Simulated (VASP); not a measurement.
# W (I4/mmm) in VASP: notebook

Runs on W. Level: PBE. Tasks: single point.

Everything below comes from runs of VASP 6.6.1. Logs are shortened: lines on timing, memory, paths and dates and some standing lists are left out, and cuts for length are marked.

## 1. The cell of the first run

The structure is tetragonal, space group I4/mmm (No. 139). Conventional cell: a = 3.215 Å, b = 3.215 Å, c = 3.164 Å, α = 90.00°, β = 90.00°, γ = 90.00°. W (site symmetry 4/mmm) has 14 W at 2.77 to 3.22 Å within 3.7 Å.

## 2. Single point, PBE (biaxial strain in the a-b plane: +1.0 %)

File INCAR:

```
PREC = Accurate ; ENCUT = 520
EDIFF = 1E-7 ; ISMEAR = 0
SIGMA = 0.1 ; LREAL = F
LASPH = T ; NELM = 60
ALGO = Fast ; ISIF = 2
LWAVE = F ; LCHARG = F
GGA = PE ; NBANDS = 21
```

File KPOINTS:

```
regular mesh
0
Gamma
  16 16 16
```

File POSCAR:

```
W
1.0
    3.2153987857      0.0000000000      0.0000000000
    0.0000000000      3.2153987857      0.0000000000
    0.0000000000      0.0000000000      3.1644617752
W
2
Direct
    0.0000000000      0.0000000000      0.0000000000
    0.5000000000      0.5000000000      0.5000000000
```

Potentials or basis: VASP PAW PBE potentials, release 64 (W_sv).

On the command line:

```console
$ cat potpaw_PBE.64/W_sv/POTCAR > POTCAR
$ mpirun -np 1 vasp_std > vasp.out
```

OUTCAR:

```text
PREC = Accurate
   ENCUT = 520
   EDIFF = 1E-7
   ISMEAR = 0
   LREAL = F
   LASPH = T
   NELM = 60
   ISIF = 2
   GGA = PE

 ion  position               nearest neighbor table
   1  0.000  0.000  0.000-   2 2.77   2 2.77   2 2.77   2 2.77   2 2.77   2 2.77   2 2.77   2 2.77

   2  0.500  0.500  0.500-   1 2.77   1 2.77   1 2.77   1 2.77   1 2.77   1 2.77   1 2.77   1 2.77

  LATTYP: Found a simple tetragonal cell.
 ALAT       =     3.2153987857
 C/A-ratio  =     0.9841584158

  Lattice vectors:

 A1 = (   3.2153987857,   0.0000000000,   0.0000000000)
 A2 = (   0.0000000000,   3.2153987857,   0.0000000000)
 A3 = (   0.0000000000,   0.0000000000,   3.1644617752)

Analysis of symmetry for initial positions (statically):
=====================================================================
 Subroutine PRICEL returns following result:

  LATTYP: Found a body centered tetragonal cell.
 ALAT       =     3.2153987857
 C/A-ratio  =     0.9841584158

  Lattice vectors:

 A1 = (  -1.6076993929,  -1.6076993928,  -1.5822308876)
 A2 = (   1.6076993929,   1.6076993928,  -1.5822308876)
 A3 = (   1.6076993929,  -1.6076993929,   1.5822308876)

   2 primitive cells build up your supercell.

 Routine SETGRP: Setting up the symmetry group for a
 simple tetragonal supercell.

 Subroutine GETGRP returns: Found 16 space group operations
 (whereof 16 operations were pure point group operations)
 out of a pool of 16 trial point group operations.

The static configuration has the point symmetry D_4h.

Analysis of symmetry for dynamics (positions and initial velocities):
=====================================================================
 Subroutine PRICEL returns following result:

  LATTYP: Found a body centered tetragonal cell.
 ALAT       =     3.2153987857
 C/A-ratio  =     0.9841584158

  Lattice vectors:

 A1 = (  -1.6076993929,  -1.6076993928,  -1.5822308876)
 A2 = (   1.6076993929,   1.6076993928,  -1.5822308876)
 A3 = (   1.6076993929,  -1.6076993929,   1.5822308876)

   2 primitive cells build up your supercell.

 Routine SETGRP: Setting up the symmetry group for a
 simple tetragonal supercell.

 Subroutine GETGRP returns: Found 16 space group operations
 (whereof 16 operations were pure point group operations)
 out of a pool of 16 trial point group operations.

The dynamic configuration has the point symmetry D_4h.

 Subroutine INISYM returns: Found 16 space group operations
 (whereof 16 operations are pure point group operations),
 and found     2 'primitive' translations

----------------------------------------------------------------------------------------

                                     Primitive cell

  volume of cell :      16.3584

  direct lattice vectors                    reciprocal lattice vectors
    -1.607699393 -1.607699393 -1.582230888    -0.000000000 -0.311003414 -0.316009505
     1.607699393  1.607699393 -1.582230888     0.311003414  0.000000000 -0.316009505
     1.607699393 -1.607699393  1.582230888     0.311003414 -0.311003414  0.000000000

  length of vectors
     2.769990841  2.769990841  2.769990841     0.443379218  0.443379218  0.439825246

  position of ions in fractional coordinates (direct lattice)
     0.000000000  0.000000000  0.000000000

  ion indices of the primitive-cell ions
   primitive index   ion index
                 1           1

----------------------------------------------------------------------------------------

 KPOINTS: regular mesh

Automatic generation of k-mesh.
 Grid dimensions read from file:
 generate k-points for:   16   16   16

 Generating k-lattice:

  Cartesian coordinates                     Fractional coordinates (reciprocal lattice)
     0.019437713  0.000000000  0.000000000     0.062500000  0.000000000  0.000000000
     0.000000000  0.019437713  0.000000000     0.000000000  0.062500000  0.000000000
     0.000000000  0.000000000  0.019750594     0.000000000  0.000000000  0.062500000

  Length of vectors
     0.019437713  0.019437713  0.019750594

  Shift w.r.t. Gamma in fractional coordinates (k-lattice)
     0.000000000  0.000000000  0.000000000

 Subroutine IBZKPT returns following result:
 ===========================================

 Found    405 irreducible k-points:

 Following reciprocal coordinates:
            Coordinates               Weight
  0.000000  0.000000  0.000000      1.000000
  0.062500  0.000000  0.000000      4.000000
  0.125000  0.000000  0.000000      4.000000
  0.187500  0.000000  0.000000      4.000000
  0.250000  0.000000  0.000000      4.000000
  0.312500  0.000000  0.000000      4.000000
[... 16 lines left out ...]
  0.437500  0.125000  0.000000      8.000000
  0.500000  0.125000  0.000000      4.000000
 [... further k-points ...]
   k-points           NKPTS =    405   k-points in BZ     NKDIM =    405   number of bands    NBANDS=     21
   number of dos      NEDOS =    301   number of ions     NIONS =      2
   total plane-waves  NPLWV =  13824
   dimension x,y,z NGX =    24 NGY =   24 NGZ =   24
   dimension x,y,z NGXF=    48 NGYF=   48 NGZF=   48
   ions per type =               2
   NGX,Y,Z   is equivalent  to a cutoff of  12.41, 12.41, 12.61 a.u.
   NGXF,Y,Z  is equivalent  to a cutoff of  24.82, 24.82, 25.22 a.u.
 SYSTEM =  unknown system
   PREC   = accura    normal or accurate (medium, high low for compatibility)
   ISTART =      0    job   : 0-new  1-cont  2-samecut
   ICHARG =      2    charge: 1-file 2-atom 10-const
   ISPIN  =      1    spin polarized calculation?
   LNONCOLLINEAR =      F non collinear calculations
   LSORBIT =      F    spin-orbit coupling
   LASPH  =      T    aspherical Exc in radial PAW
   ENCUT  =  520.0 eV  38.22 Ry    6.18 a.u.   5.98  5.98  5.88*2*pi/ulx,y,z
   NELM   =     60;   NELMIN=  2; NELMDL= -5     # of ELM steps
   EDIFF  = 0.1E-06   stopping-criterion for ELM
   LREAL  =      F    real-space projection
   EDIFFG = 0.1E-05   stopping-criterion for IOM
   NSW    =      0    number of steps for IOM
   IBRION =     -1    ionic relax: 0-MD 1-quasi-New 2-CG
   NFREE  =      0    steps in history (QN), initial steepest desc. (CG)
   ISIF   =      2    stress and relaxation
   ISYM   =      2    0-nonsym 1-usesym 2-fastsym
   POTIM  = 0.5000    time-step for ionic-motion
   TEBEG  =    0.0;   TEEND  =   0.0 temperature during run
   PSTRESS=    0.0 pullay stress
   NELECT =      28.0000    total number of electrons
   NUPDOWN=      -1.0000    fix difference up-down
   EMIN   =  10.00;   EMAX   =-10.00  energy-range for DOS
   EFERMI =   0.00;   METHOD = LEGACY
   ISMEAR =     0;   SIGMA  =   0.10  broadening in eV -4-tet -1-fermi 0-gaus
   EFERMI_NEDOS =   21; number of points for ismear=-14 and -15
   IALGO  =     68    algorithm
   IMIX   =      4    mixing-type and parameters
     AMIX     =   0.40;   BMIX     =  1.00
     AMIX_MAG =   1.60;   BMIX_MAG =  1.00
  volume/ion in A,a.u.               =      16.36       110.39
  Fermi-wavevector in a.u.,A,eV,Ry     =   1.554310  2.937220 32.870040  2.415880
  Thomas-Fermi vector in A             =   2.658415
   LORBIT       =      0    0 simple, 1 ext, 2 COOP (PROOUT), +10 PAW based schemes
   GGA     = PE    functional components
   LHFCALC =     F    Hartree Fock is set to
   AEXX    =    0.0000 exact exchange contribution
   IVDW    =     0    specifies the selected vdW correction
   LEPSILON=     F    determine dielectric tensor
   LRPA    =     F    only Hartree local field effects (RPA)
 non-spin polarized calculation
 RMM-DIIS sequential band-by-band and
 Gauss-broadening in eV      SIGMA  =   0.10
  energy-cutoff  :      520.00
  volume of cell :       32.72
 maximum number of plane-waves:       912
 NGX is ok and might be reduce to    24
   NGX = 11   NGY = 11   NGZ = 11

 number of electron      27.9999995 magnetization

 Free energy of the ion-electron system (eV)
  ---------------------------------------------------
  ext. energy  EPLUGINS =         0.00000000
  ---------------------------------------------------
  free energy    TOTEN  =       -25.89924769 eV

  energy without entropy =      -25.89278761  energy(sigma->0) =      -25.89601765

 E-fermi :  11.0194     XC(G=0): -13.4636

 val. band max:       11.0184066324   @ k =   0.5000   0.4375   0.0625
 cond. band min:      11.0215489450   @ k =   0.1250   0.0625   0.5000
 fundamental gap:      0.0031423126
 Fermi energy:        11.0194382371

 k-point     1 :       0.0000    0.0000    0.0000
  band No.  band energies     occupation
      1     -63.2345      2.00000
      2     -63.0309      2.00000
      3     -27.6704      2.00000
      4     -27.6704      2.00000
      5     -27.6275      2.00000
      6     -26.8426      2.00000
[... 13 lines left out ...]
     20      18.8473      0.00000
     21      18.8473      0.00000

 k-point     2 :       0.0625    0.0000    0.0000
  band No.  band energies     occupation
      1     -63.2323      2.00000
      2     -63.0326      2.00000
      3     -27.6700      2.00000
      4     -27.6623      2.00000
      5     -27.6197      2.00000
      6     -26.8588      2.00000
[... 13 lines left out ...]
     20      18.5202      0.00000
     21      19.4033      0.00000

 k-point     3 :       0.1250    0.0000    0.0000
  band No.  band energies     occupation
      1     -63.2259      2.00000
      2     -63.0377      2.00000
      3     -27.6678      2.00000
      4     -27.6382      2.00000
      5     -27.5966      2.00000
      6     -26.9057      2.00000
[... 13 lines left out ...]
     20      17.7102      0.00000
     21      20.5881      0.00000
[... 457 lines left out ...]
 k-point    23 :       0.4375    0.1250    0.0000
  band No.  band energies     occupation
      1     -63.1438      2.00000
      2     -63.1071      2.00000
      3     -27.6698      2.00000
      4     -27.5265      2.00000
      5     -27.2945      2.00000
      6     -27.2015      2.00000
[... 13 lines left out ...]
     20      14.5412      0.00000
     21      24.5522      0.00000

 k-point    24 :       0.5000    0.1250    0.0000
  band No.  band energies     occupation
      1     -63.1252      2.00000
      2     -63.1252      2.00000
      3     -27.6070      2.00000
      4     -27.6070      2.00000
      5     -27.2227      2.00000
      6     -27.2227      2.00000
[... 13 lines left out ...]
     20      14.3127      0.00000
     21      24.5304      0.00000

 [... further k-points ...]

------------------------ aborting loop because EDIFF is reached ----------------------------------------

  FORCE on cell =-STRESS in cart. coord.  units (eV):
  Direction    XX          YY          ZZ          XY          YZ          ZX
  --------------------------------------------------------------------------------------
  -------------------------------------------------------------------------------------
  Total       -1.0175620     -1.0175620     -0.1345170      0.0000000      0.0000000      0.0000000
  in kB      -49.8312672    -49.8312672     -6.5874654      0.0000000      0.0000000      0.0000000
  external PRESSURE =     -35.4166666 kB  Pullay stress =       0.0000000 kB

 VOLUME and BASIS-vectors are now :
 -----------------------------------------------------------------------------
  energy-cutoff  :      520.00
  volume of cell :       32.72
      direct lattice vectors                 reciprocal lattice vectors
     3.215398786  0.000000000  0.000000000     0.311003414  0.000000000  0.000000000
     0.000000000  3.215398786  0.000000000     0.000000000  0.311003414  0.000000000
     0.000000000  0.000000000  3.164461775     0.000000000  0.000000000  0.316009505

 POSITION                                       TOTAL-FORCE (eV/Angst)
 -----------------------------------------------------------------------------------
      0.00000      0.00000      0.00000         0.000000      0.000000     -0.000000
      1.60770      1.60770      1.58223        -0.000000     -0.000000      0.000000
 -----------------------------------------------------------------------------------
    total drift:                                0.000000      0.000000     -0.000000

  FREE ENERGIE OF THE ION-ELECTRON SYSTEM (eV)
  ---------------------------------------------------
  free  energy   TOTEN  =       -25.8992476926 eV

  energy  without entropy=      -25.8927876145  energy(sigma->0) =      -25.89601765
```

Wall time 2.2 min (1 thread of AMD EPYC 9R45 (Zen 5), shared host); peak memory 0.28 GiB.

What came out:

| Item | Value |
| --- | --- |
| Free energy | -25.8992 eV |
| Pressure | -3.5 GPa |
| Band gap on the k mesh | zero (bands 14 and 15 overlap by 1.21 eV) |

Stress tensor (GPa, compression positive):
```
-4.98  0.00  0.00
 0.00 -4.98  0.00
 0.00  0.00 -0.66
```

Caveat: the cell differs from its parent crystal (biaxial strain in the a-b plane: +1.0 %); the cell stands under tension; spin-orbit coupling is left out, which moves the levels of the heavy elements.

## 3. Single point, PBE (biaxial strain in the a-b plane: +2.0 %, then relaxed in part)

File INCAR:

```
SYSTEM = W
PREC = Accurate ; ENCUT = 520
EDIFF = 1E-7 ; ISMEAR = 0
SIGMA = 0.1 ; LREAL = .False.
LASPH = .True. ; NELM = 60
ALGO = Fast ; ISIF = 2
LWAVE = .False. ; LCHARG = .False.
GGA = PE ; NBANDS = 21
```

File KPOINTS:

```
Automatic mesh
0
Gamma
  16 16 16
  0 0 0
```

File POSCAR:

```
W
1.0
    3.2472344172      0.0000000000      0.0000000000
    0.0000000000      3.2472344172      0.0000000000
    0.0000000000      0.0000000000      3.1354545548
W
2
Direct
    0.0000000000      0.0000000000      0.0000000000
    0.5000000000      0.5000000000      0.5000000000
```

Potentials or basis: VASP PAW PBE potentials, release 64 (W_sv).

On the command line:

```console
$ cat potpaw_PBE.64/W_sv/POTCAR > POTCAR
$ mpirun -np 1 vasp_std > vasp.out
```

Run time: 67 s. Hardware: 1 thread of Intel Xeon 6975P-C (Granite Rapids), shared host; peak memory 0.31 GiB.

It converged, with:

| Property | Result |
| --- | --- |
| Free energy | -25.8699 eV |
| Pressure | -6.4 GPa |
| Band gap on the k mesh | zero (bands 14 and 15 overlap by 1.32 eV) |

Stress tensor (GPa, compression positive):
```
-9.79  0.00  0.00
 0.00 -9.79  0.00
 0.00  0.00  0.42
```

Levels at points of the mesh, in eV from the Fermi level:
```csv
k point,band 12,band 13,band 14,band 15,band 16,band 17
"(0.00, 0.00, 0.00)",-1.46,-1.00,-1.00,1.84,2.44,4.82
"(0.50, 0.00, 0.00)",-2.67,-0.60,-0.60,-0.25,-0.25,1.38
"(0.50, 0.50, 0.00)",-3.06,0.36,0.36,1.63,1.63,2.76
"(0.00, 0.00, 0.50)",-2.53,-0.69,-0.69,-0.69,-0.69,1.15
"(0.50, 0.00, 0.50)",-3.52,0.63,0.63,2.12,2.12,3.16
"(0.50, 0.50, 0.50)",-2.94,-2.73,-2.73,2.95,2.95,3.22
```

Caveat: the cell differs from its parent crystal (biaxial strain in the a-b plane: +2.0 %, then relaxed in part); the cell stands under tension; spin-orbit coupling is left out, which moves the levels of the heavy elements.

## 4. Single point, PBE (biaxial strain in the a-b plane: +2.0 %)

File INCAR:

```
SYSTEM = W
PREC = Accurate ; ENCUT = 520
EDIFF = 1E-6 ; ISMEAR = 0
SIGMA = 0.1 ; LREAL = .False.
LASPH = .True. ; NELM = 60
ALGO = Fast ; ISIF = 2
LWAVE = .False. ; LCHARG = .True.
GGA = PE ; LELF = .True.
LVHAR = .True. ; NBANDS = 21
```

KPOINTS is that of step 3.

POSCAR, as its differences from that of step 3:

```diff
@@ -4,3 +4,3 @@
     0.0000000000      3.2472344172      0.0000000000
-    0.0000000000      0.0000000000      3.1354545548
+    0.0000000000      0.0000000000      3.1453603963
 W
```

On the command line:

```console
$ cat potpaw_PBE.64/W_sv/POTCAR > POTCAR
$ mpirun -np 1 vasp_std > vasp.out
```

It took 61 s on 1 thread of Intel Xeon 6975P-C (Granite Rapids), shared host; peak memory 0.31 GiB.

It converged, with:

| Quantity | Value |
| --- | --- |
| Free energy | -25.8697 eV |
| Pressure | -7.3 GPa |
| Band gap on the k mesh | zero (bands 14 and 15 overlap by 1.29 eV) |

Stress tensor (GPa, compression positive):
```
-10.29   0.00   0.00
  0.00 -10.29   0.00
  0.00   0.00  -1.19
```

Levels at points of the mesh, in eV from the Fermi level:
```
           k point  band 12  band 13  band 14  band 15  band 16  band 17
(0.00, 0.00, 0.00)    -1.43    -1.02    -1.02     1.86     2.41     4.80
(0.50, 0.00, 0.00)    -2.65    -0.59    -0.59    -0.27    -0.27     1.36
(0.50, 0.50, 0.00)    -3.08     0.37     0.37     1.66     1.66     2.76
(0.00, 0.00, 0.50)    -2.52    -0.68    -0.68    -0.68    -0.68     1.16
(0.50, 0.00, 0.50)    -3.50     0.61     0.61     2.11     2.11     3.12
(0.50, 0.50, 0.50)    -2.93    -2.74    -2.74     2.95     2.95     3.20
```

Caveat: the cell differs from its parent crystal (biaxial strain in the a-b plane: +2.0 %); the cell stands under tension; spin-orbit coupling is left out, which moves the levels of the heavy elements.

## 5. Single point, PBE (biaxial strain in the a-b plane: +3.0 %, then relaxed in part)

File INCAR:

```
ALGO = Fast ; EDIFF = 1E-6
ENCUT = 520 ; GGA = PE
ISIF = 2 ; ISMEAR = 0
LASPH = T ; LCHARG = T
LELF = T ; LREAL = F
LVHAR = T ; LWAVE = F
NBANDS = 21 ; NELM = 100
PREC = Accurate ; SIGMA = 0.1
```

File KPOINTS:

```
k-points
0
Gamma
  16 16 16
```

File POSCAR:

```
W
1.0
    3.2790700487      0.0000000000      0.0000000000
    0.0000000000      3.2790700487      0.0000000000
    0.0000000000      0.0000000000      3.1146849767
W
2
Direct
    0.0000000000      0.0000000000      0.0000000000
    0.5000000000      0.5000000000      0.5000000000
```

On the command line:

```console
$ cat potpaw_PBE.64/W_sv/POTCAR > POTCAR
$ mpirun -np 1 vasp_std > vasp.out
```

It took 60 s on 1 thread of Intel Xeon 6975P-C (Granite Rapids), shared host; peak memory 0.32 GiB.

Results (log left out):

```yaml
Free_energy: -25.8198 eV
Pressure: -9.6 GPa
Band_gap_on_the_k_mesh: zero (bands 14 and 15 overlap by 1.41 eV)
```

Stress tensor (GPa, compression positive):
```
-14.64   0.00   0.00
  0.00 -14.64   0.00
  0.00   0.00   0.41
```

Levels at points of the mesh, in eV from the Fermi level:
| k point | band 12 | band 13 | band 14 | band 15 | band 16 | band 17 |
| --- | --- | --- | --- | --- | --- | --- |
| (0.00, 0.00, 0.00) | -1.55 | -0.89 | -0.89 | 1.67 | 2.55 | 4.73 |
| (0.50, 0.00, 0.00) | -2.62 | -0.61 | -0.61 | -0.10 | -0.10 | 1.42 |
| (0.50, 0.50, 0.00) | -2.84 | 0.27 | 0.27 | 1.43 | 1.43 | 2.64 |
| (0.00, 0.00, 0.50) | -2.41 | -0.75 | -0.75 | -0.75 | -0.75 | 1.09 |
| (0.50, 0.00, 0.50) | -3.51 | 0.66 | 0.66 | 2.09 | 2.09 | 3.28 |
| (0.50, 0.50, 0.50) | -2.93 | -2.63 | -2.63 | 2.84 | 2.84 | 3.20 |

Caveat: the cell differs from its parent crystal (biaxial strain in the a-b plane: +3.0 %, then relaxed in part); the cell stands under tension; spin-orbit coupling is left out, which moves the levels of the heavy elements.

## 6. Summary

```csv
cell,further INCAR settings,gap on the mesh (eV),pressure (GPa)
"a = 3.215, b = 3.215, c = 3.164 Å, 2 atoms",ALGO = Fast; EDIFF = 1e-07; NBANDS = 21,none,-3.5
"a = 3.247, b = 3.247, c = 3.135 Å, 2 atoms",ALGO = Fast; EDIFF = 1e-07; NBANDS = 21,none,-6.4
"a = 3.247, b = 3.247, c = 3.145 Å, 2 atoms",ALGO = Fast; EDIFF = 1e-06; NBANDS = 21,none,-7.3
"a = 3.279, b = 3.279, c = 3.115 Å, 2 atoms",ALGO = Fast; EDIFF = 1e-06; NBANDS = 21,none,-9.6
```

Alike in all rows: task single point; level PBE; potentials or basis VASP PAW PBE potentials, release 64 (W_sv); no spin polarisation; k mesh 16 × 16 × 16; cutoff (eV) 520; smearing gaussian 0.1 eV.

Caveats: the cell stands under tension; spin-orbit coupling is left out, which moves the levels of the heavy elements.

Absolute energies hang on the potentials; compare differences alone.
